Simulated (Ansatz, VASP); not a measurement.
One calculation of Fe, two programs

```
Fe
1.0
    -1.41631    1.41631    1.41631
     1.41631   -1.41631    1.41631
     1.41631    1.41631   -1.41631
Fe
1
Cartesian
  0.0000 0.0000 0.0000
```

Alike in both runs: task single point; functional PBE; k mesh 15 × 15 × 15; occupations methfessel-paxton of order 1, width 0.03 eV; collinear spin.

|  | VASP | Ansatz |
| --- | --- | --- |
| version | VASP 6.6.1 | Ansatz 0.2.0 |
| potentials or method | VASP PAW PBE potentials, release 64 (Fe), cutoff 520 eV | plane waves (420 eV) with PAW, scalar-relativistic |
| valence electrons in the cell | 8 | 16 |

```tsv
	VASP	Ansatz	Ansatz less VASP
pressure (GPa)	-0.3	-0.1	+0.13
net moment per atom (μB)	2.18	2.17	-0.006
size of the moment on the site where the two differ most (μB)	2.18	2.22	+0.043
```

Site moments also hang on the region over which each program counts them. VASP's potentials hold 8 valence electrons a cell and Ansatz's 16, so a difference there can come from the potentials and not from the codes. Ansatz's warnings: stability check not made.
